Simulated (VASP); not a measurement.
**RbMnBr3: single point with LDA+U**

The system is RbMnBr3.

```
CELL_PARAMETERS angstrom
7.56000 0.00000 0.00000
-3.78000 6.54715 0.00000
0.00000 0.00000 6.35000
ATOMIC_POSITIONS crystal
Rb 0.33333 0.66667 0.75000
Rb 0.66667 0.33333 0.25000
Mn 0.00000 0.00000 0.00000
Mn 0.00000 0.00000 0.50000
Br 0.16500 0.33000 0.25000
Br 0.83500 0.16500 0.75000
Br 0.67000 0.83500 0.25000
Br 0.83500 0.67000 0.75000
Br 0.16500 0.83500 0.25000
Br 0.33000 0.16500 0.75000
```

```
Program             : VASP 6.6.1
Task                : single point
Functional          : LDA
Potentials or basis : VASP PAW LDA potentials, release 64 (Rb_sv, Mn_pv, Br)
Cutoff              : 520 eV
k mesh              : 3 × 3 × 3
Occupations         : gaussian, width 0.05 eV
Spin                : collinear spin, antiferromagnetic start
Starting moments    : [0.0, 0.0, 5.0, -5.0, 0.0, 0.0, 0.0, 0.0, 0.0, 0.0] μB
Hubbard terms       : Mn d U = 7.0 eV, J = 0.9 eV
```

```yaml
Pressure: -1.7 GPa
Largest_force: 0.107 eV/Å
Band_gap_on_the_k_mesh: 3.46 eV (least direct gap 3.48 eV)
Net_moment: 0.00 μB per cell
Site_moments: Rb +0.00; Mn +4.61, -4.61; Br +0.00 μB
Valence_electrons_inside_the_program's_atomic_spheres: Rb 7.28; Mn 11.29; Br 4.88
```

Forces on the atoms (eV/Å):
```
Rb   0.000  0.000  0.000
Rb   0.000  0.000  0.000
Mn   0.000  0.000  0.000
Mn   0.000  0.000  0.000
Br   0.000 -0.107  0.000
Br   0.093 -0.054  0.000
Br   0.093  0.054  0.000
Br   0.000  0.107  0.000
Br  -0.093  0.054  0.000
Br  -0.093 -0.054  0.000
```

Stress tensor (GPa, compression positive):
```
-1.97  0.00  0.00
 0.00 -1.97  0.00
 0.00  0.00 -1.02
```

Levels at points of the mesh, in eV from the valence-band top:
Spin up:
```
           k point  band 41  band 42  band 43  band 44  band 45  band 46
(0.00, 0.00, 0.00)    -0.09    -0.02    -0.02     3.46     4.32     4.68
```
Spin down:
| k point | band 41 | band 42 | band 43 | band 44 | band 45 | band 46 |
| --- | --- | --- | --- | --- | --- | --- |
| (0.00, 0.00, 0.00) | -0.09 | -0.02 | -0.02 | 3.46 | 4.32 | 4.68 |

Eigenvalues of the final occupation matrices:
```tsv
site	spin	trace	eigenvalues
site 3 d	1	4.75	0.94 0.94 0.94 0.96 0.96
site 3 d	2	0.18	0.01 0.01 0.02 0.07 0.07
site 4 d	1	0.18	0.01 0.01 0.02 0.07 0.07
site 4 d	2	4.75	0.94 0.94 0.94 0.96 0.96
```

It took 3.9 min on 1 thread of Intel(R) Xeon(R) Platinum 8259CL CPU @ 2.50GHz (Skylake/Cascade Lake), with other jobs on the host, peak memory 0.42 GiB.

Caveat: an odd mesh through Γ misses points on the zone boundary, where band edges can lie. The state reached can hang on the start; a lower one may exist.
